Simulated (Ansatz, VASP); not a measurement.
# One calculation of Sb, two programs

Contents of INCAR:

```
SYSTEM = Sb
ALGO = Normal
EDIFF = 1E-7
ENCUT = 520
ISIF = 2
ISMEAR = -1
LASPH = .TRUE.
LCHARG = .FALSE.
LREAL = .FALSE.
LWAVE = .FALSE.
NBANDS = 8
NELM = 80
PREC = Accurate
SIGMA = 0.05
```

Contents of KPOINTS:

```
k-points
0
G
  10 10 10
  0 0 0
```

File POSCAR:

```
Sb
1.0
    0.0000000000      2.3712425216      2.3712425216
    2.3712425216      0.0000000000      2.3712425216
    2.3712425216      2.3712425216      0.0000000000
Sb
1
Direct
    0.0000000000      0.0000000000      0.0000000000
```

Contents of input.yaml:

```yaml
crystal:
  lattice:
    - [0.0, 2.3712425216, 2.3712425216]
    - [2.3712425216, 0.0, 2.3712425216]
    - [2.3712425216, 2.3712425216, 0.0]
  atoms:
    - { symbol: Sb, position: [0.0, 0.0, 0.0] }
kpoints:
  mp_grid: { grid: [10, 10, 10] }
  band_path:
    path:
      - [0.0, 0.0, 0.0]
      - [0.5, 0.0, 0.5]
      - [0.5, 0.25, 0.75]
      - [0.375, 0.375, 0.75]
      - [0.0, 0.0, 0.0]
      - [0.5, 0.5, 0.5]
      - [0.625, 0.25, 0.625]
      - [0.5, 0.25, 0.75]
    npoints: 6
scf:
  occupations: { method: fermi_dirac, width: 0.05 }
hamiltonian:
  xc: lda
  pseudopotentials: { kind: all_electron, lapw: { basis_error: 0.001 } }
output:
  forces: true
  stress: true
  eigenvalues: true
```

Alike in both runs: functional LDA; k mesh 10 × 10 × 10; occupations fermi-dirac, width 0.05 eV; no spin polarisation.

|  | VASP | Ansatz |
| --- | --- | --- |
| version | VASP 6.6.1 | Ansatz 0.2.0 |
| potentials or method | VASP PAW LDA potentials, release 64 (Sb), cutoff 520 eV | all-electron LAPW, scalar-relativistic |
| task | single point | band structure |

|  | VASP | Ansatz | Ansatz less VASP |
| --- | --- | --- | --- |
| gap on the k mesh at the Fermi level (eV) | none | none | - |
| pressure (GPa) | -2.2 | -2.3 | -0.04 |

LDA's correlation is that of Perdew and Zunger in VASP and of Perdew and Wang (1992) in Ansatz. A gap of «none» marks a metal or a gap that the smearing closes. Ansatz ran all-electron here, and VASP with PAW potentials.

Spin-orbit coupling is off throughout.
